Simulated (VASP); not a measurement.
Wanted: the native input for a VASP 6.6.1 run.

| Item | Value |
| --- | --- |
| Task | single point |
| Functional | PBEsol |
| Potentials or basis | VASP PAW PBE potentials, release 64 (Ti_sv, B) |
| Cutoff | 520 eV |
| k mesh | 14 × 14 × 14 |
| Occupations | gaussian, width 0.1 eV |
| Spin | no spin polarisation |
| Dipole correction | no |
| Further INCAR settings | ALGO = Normal; EDIFF = 1e-06; NBANDS = 14 |

The structure of TiB lies in POSCAR:

```
TiB
1.0
    0.0000000000      2.3885272893      2.3885272893
    2.3885272893      0.0000000000      2.3885272893
    2.3885272893      2.3885272893      0.0000000000
Ti B
1 1
Direct
    0.7500000000      0.7500000000      0.7500000000
    0.0000000000      0.0000000000      0.0000000000
```

These files were run (other wordings do the same):

INCAR

```
PREC = Accurate
ENCUT = 520
EDIFF = 1E-6
ISMEAR = 0
SIGMA = 0.1
LREAL = F
LASPH = T
NELM = 80
ALGO = Normal
ISIF = 2
LWAVE = F
LCHARG = F
GGA = PS
NBANDS = 14
```

KPOINTS

```
Automatic mesh
0
Gamma
  14 14 14
```

Potentials or basis: VASP PAW PBE potentials, release 64 (Ti_sv, B).

Run with:

```bash
$ cat potpaw_PBE.64/Ti_sv/POTCAR potpaw_PBE.64/B/POTCAR > POTCAR
$ mpirun -np 1 vasp_std > vasp.out
```

It gave:

```yaml
Pressure: 10.1 GPa
```

Caveat: the PAW data sets were made with another functional, which shifts forces and pressure a little.

Wall time 24 s on 1 thread of Intel(R) Xeon(R) 6975P-C (Granite Rapids) (shared host), peak memory 0.18 GiB.
